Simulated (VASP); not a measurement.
# Pd (P6_3/mmc) in VASP: relaxation of shape and atoms at fixed volume with r2SCAN

Aim: the relaxation of shape and atoms at fixed volume of Pd with r2SCAN.

Everything below comes from runs of VASP 6.6.1. Logs are shortened: lines on timing, memory, paths and dates and some standing lists are left out, and cuts for length are marked.

## 1. The cell of the first run

The structure is hexagonal, space group P6_3/mmc (No. 194). The conventional cell has a = 2.769 Å, b = 2.769 Å, c = 4.636 Å, α = 90.00°, β = 90.00°, γ = 120.00°. Within 3.6 Å of Pd (site symmetry -6m2) lie 12 Pd at 2.77 to 2.82 Å.

This isn't the form of Pd at room conditions, which is fcc.

## 2. Relaxation of shape and atoms at fixed volume, r2SCAN

The input, POSCAR:

```
Pd
1.0
    2.7687459104      0.0000000000      0.0000000000
   -1.3843729552      2.3978042950      0.0000000000
    0.0000000000      0.0000000000      4.6363556171
Pd
2
Direct
    0.3333333333      0.6666666667      0.7500000000
    0.6666666667      0.3333333333      0.2500000000
```

The input, INCAR.step1:

```
SYSTEM = Pd
ALGO = Normal
EDIFF = 1E-4
ENCUT = 600
GGA = PE
ISMEAR = 0
LASPH = .True.
LCHARG = .False.
LREAL = .False.
LWAVE = .True.
NELM = 80
PREC = Accurate
SIGMA = 0.05
```

The input, INCAR.step2:

```
SYSTEM = Pd
ALGO = Normal
EDIFF = 1E-6
EDIFFG = -0.02
ENCUT = 600
IBRION = 2
ISIF = 4
ISMEAR = 0
ISTART = 1
LASPH = .True.
LCHARG = .False.
LMIXTAU = .True.
LREAL = .False.
LWAVE = .False.
METAGGA = R2SCAN
NELM = 80
NSW = 60
PREC = Accurate
SIGMA = 0.05
```

The input, KPOINTS:

```
k-points
0
Gamma
  18 18 10
  0 0 0
```

Potentials or basis: VASP PAW PBE potentials, release 64 (Pd).

Launch:

```sh
> cat potpaw_PBE.64/Pd/POTCAR > POTCAR
> cp INCAR.step1 INCAR
> mpirun -np 1 vasp_std > vasp.out
> cp INCAR.step2 INCAR
> mpirun -np 1 vasp_std > vasp.out
```

OUTCAR:

```text
SYSTEM = Pd
   EDIFF = 1E-6
   EDIFFG = -0.02
   ENCUT = 600
   IBRION = 2
   ISIF = 4
   ISMEAR = 0
   ISTART = 1
   LASPH = .True.
   LREAL = .False.
   METAGGA = R2SCAN
   NELM = 80
   NSW = 60
   PREC = Accurate

 ion  position               nearest neighbor table
   1  0.333  0.667  0.750-   2 2.82   2 2.82   2 2.82   2 2.82   2 2.82   2 2.82
   2  0.667  0.333  0.250-   1 2.82   1 2.82   1 2.82   1 2.82   1 2.82   1 2.82

  LATTYP: Found a hexagonal cell.
 ALAT       =     2.7687459104
 C/A-ratio  =     1.6745327188

  Lattice vectors:

 A1 = (   2.7687459104,   0.0000000000,   0.0000000000)
 A2 = (  -1.3843729552,   2.3978042950,   0.0000000000)
 A3 = (   0.0000000000,   0.0000000000,   4.6363556171)

Analysis of symmetry for initial positions (statically):
=====================================================================
 Subroutine PRICEL returns:
 Original cell was already a primitive cell.

 Routine SETGRP: Setting up the symmetry group for a
 hexagonal supercell.

 Subroutine GETGRP returns: Found 24 space group operations
 (whereof 12 operations were pure point group operations)
 out of a pool of 24 trial point group operations.

The static configuration has the point symmetry D_3d.
 The point group associated with its full space group is D_6h.

Analysis of symmetry for dynamics (positions and initial velocities):
=====================================================================
 Subroutine PRICEL returns:
 Original cell was already a primitive cell.

 Routine SETGRP: Setting up the symmetry group for a
 hexagonal supercell.

 Subroutine GETGRP returns: Found 24 space group operations
 (whereof 12 operations were pure point group operations)
 out of a pool of 24 trial point group operations.

The dynamic configuration has the point symmetry D_3d.
 The point group associated with its full space group is D_6h.

 Subroutine INISYM returns: Found 24 space group operations
 (whereof 12 operations are pure point group operations),
 and found     1 'primitive' translations

----------------------------------------------------------------------------------------

                                     Primitive cell

  volume of cell :      30.7804

  direct lattice vectors                    reciprocal lattice vectors
     2.768745910  0.000000000  0.000000000     0.361174348  0.208524107  0.000000000
    -1.384372955  2.397804295  0.000000000     0.000000000  0.417048215  0.000000000
     0.000000000  0.000000000  4.636355617     0.000000000  0.000000000  0.215686648

  length of vectors
     2.768745910  2.768745910  4.636355617     0.417048215  0.417048215  0.215686648

  position of ions in fractional coordinates (direct lattice)
[... 100 lines left out ...]
  volume/ion in A,a.u.               =      15.39       103.86
  Fermi-wavevector in a.u.,A,eV,Ry     =   1.417948  2.679533 27.355554  2.010577
  Thomas-Fermi vector in A             =   2.539125
   LORBIT       =      0    0 simple, 1 ext, 2 COOP (PROOUT), +10 PAW based schemes
   METAGGA = R2SCAN    functional components
   LHFCALC =     F    Hartree Fock is set to
   AEXX    =    0.0000 exact exchange contribution
   IVDW    =     0    specifies the selected vdW correction
   LEPSILON=     F    determine dielectric tensor
   LRPA    =     F    only Hartree local field effects (RPA)
 conjugate gradient relaxation of ions
 non-spin polarized calculation
 Gauss-broadening in eV      SIGMA  =   0.05
  energy-cutoff  :      600.00
  volume of cell :       30.78
 maximum number of plane-waves:      1057
 NGX is ok and might be reduce to    24
   NGX = 11   NGY = 11   NGZ = 19

--------------------------------------- Ionic step        1  -------------------------------------------

 number of electron      20.0000003 magnetization

 Free energy of the ion-electron system (eV)
  ---------------------------------------------------
  ext. energy  EPLUGINS =         0.00000000
  ---------------------------------------------------
  free energy    TOTEN  =       -45.81559893 eV

  energy without entropy =      -45.80860403  energy(sigma->0) =      -45.81210148

------------------------ aborting loop because EDIFF is reached ----------------------------------------

  FORCE on cell =-STRESS in cart. coord.  units (eV):
  Direction    XX          YY          ZZ          XY          YZ          ZX
  --------------------------------------------------------------------------------------
  -------------------------------------------------------------------------------------
  Total       -0.8533072     -0.8533072     -0.5751528     -0.0000000      0.0000000      0.0000000
  in kB      -44.4163039    -44.4163039    -29.9378251     -0.0000000      0.0000000      0.0000000
  external PRESSURE =     -39.5901443 kB  Pullay stress =       0.0000000 kB
[... 59 lines left out ...]
--------------------------------------- Ionic step        3  -------------------------------------------

 number of electron      20.0000002 magnetization

 Free energy of the ion-electron system (eV)
  ---------------------------------------------------
  ext. energy  EPLUGINS =         0.00000000
  ---------------------------------------------------
  free energy    TOTEN  =       -45.81660877 eV

  energy without entropy =      -45.81013825  energy(sigma->0) =      -45.81337351

 E-fermi :   8.9177     XC(G=0): -13.8099

 val. band max:        8.9164281453   @ k =   0.4444   0.0000   0.2000
 cond. band min:       8.9208871402   @ k =   0.3333   0.1667   0.5000
 fundamental gap:      0.0044589949
 Fermi energy:         8.9177021892

 k-point     1 :       0.0000    0.0000    0.0000
  band No.  band energies     occupation
      1       2.0651      2.00000
      2       3.8010      2.00000
      3       6.0054      2.00000
      4       6.2623      2.00000
      5       6.2623      2.00000
      6       6.5788      2.00000
      7       6.5788      2.00000
      8       7.3605      2.00000
      9       7.3605      2.00000
     10       8.6657      2.00000
     11       8.6657      2.00000
     12      10.0135      0.00000
     13      15.7462      0.00000
     14      26.9990      0.00000
[... 377 lines left out ...]
      1       4.1727      2.00000
      2       4.4978      2.00000
      3       4.5591      2.00000
      4       6.2232      2.00000
      5       6.4844      2.00000
      6       6.7985      2.00000
      7       6.8489      2.00000
      8       8.6277      2.00000
      9       8.7533      2.00000
     10       8.9313      0.70116
     11      11.4616      0.00000
     12      15.0455      0.00000
     13      18.7251      0.00000
     14      19.0873      0.00000

 [... further k-points ...]
[... 5 lines left out ...]
  --------------------------------------------------------------------------------------
  -------------------------------------------------------------------------------------
  Total       -0.7545869     -0.7545869     -0.7528354     -0.0000000      0.0000000      0.0000000
  in kB      -39.2777194    -39.2777194    -39.1865516     -0.0000000      0.0000000      0.0000000
  external PRESSURE =     -39.2473302 kB  Pullay stress =       0.0000000 kB
[... 17 lines left out ...]
  FREE ENERGIE OF THE ION-ELECTRON SYSTEM (eV)
  ---------------------------------------------------
  free  energy   TOTEN  =       -45.8166087663 eV

  energy  without entropy=      -45.8101382507  energy(sigma->0) =      -45.81337351

 reached required accuracy - stopping structural energy minimisation
```

OUTCAR.step1:

```text
SYSTEM = Pd
   EDIFF = 1E-4
   ENCUT = 600
   GGA = PE
   ISMEAR = 0
   LASPH = .True.
   LREAL = .False.
[... 632 lines left out ...]
     -0.00000      1.59854      3.47727        -0.000000      0.000000      0.000000
      1.38437      0.79927      1.15909         0.000000      0.000000      0.000000
 -----------------------------------------------------------------------------------
    total drift:                                0.000000     -0.000000      0.000000

  FREE ENERGIE OF THE ION-ELECTRON SYSTEM (eV)
  ---------------------------------------------------
  free  energy   TOTEN  =       -10.3721290294 eV

  energy  without entropy=      -10.3642565642  energy(sigma->0) =      -10.36819280
```

It took 5 min on 1 thread of Intel Xeon 6975P-C (Granite Rapids), shared host; peak memory 0.24 GiB.

What came out:

```
Free energy               : -45.8166 eV
Energy gained by relaxing : 0.5 meV/atom
Ionic steps               : 3
Pressure after relaxing   : -3.9 GPa
Band gap on the k mesh    : zero (bands 10 and 11 overlap by 0.92 eV)
```

The path:
```
step  energy change (eV)  largest force (eV/Å)  pressure (GPa)  volume (Å³)
   1              0.0000                0.0000           -3.96        30.78
   2             -0.0009                0.0000           -3.95        30.78
   3             -0.0010                0.0000           -3.92        30.78
```

Final structure:
```cif
data_structure
_symmetry_space_group_name_H-M 'P 1'
_symmetry_Int_Tables_number 1
_cell_length_a 2.7590
_cell_length_b 2.7590
_cell_length_c 4.6692
_cell_angle_alpha 90.000
_cell_angle_beta 90.000
_cell_angle_gamma 120.000
_cell_volume 30.78
loop_
_atom_site_label
_atom_site_type_symbol
_atom_site_fract_x
_atom_site_fract_y
_atom_site_fract_z
_atom_site_occupancy
Pd1 Pd 0.33333 0.66667 0.75000 1
Pd2 Pd 0.66667 0.33333 0.25000 1
```

Levels at points of the mesh, in eV from the Fermi level:
```csv
k point,band 7,band 8,band 9,band 10,band 11,band 12,band 13,band 14
"(0.00, 0.00, 0.00)",-2.34,-1.56,-1.56,-0.25,-0.25,1.10,6.83,18.08
"(0.50, 0.00, 0.00)",-1.55,-0.04,0.06,0.23,2.82,4.78,9.93,10.19
"(0.00, 0.00, 0.50)",-2.68,-2.68,-0.69,-0.69,-0.69,-0.69,14.08,14.08
"(0.50, 0.00, 0.50)",-0.41,-0.41,0.16,0.16,2.95,2.95,8.44,8.44
```

Caveat: the PAW data sets were made with another functional, which shifts forces and pressure a little.
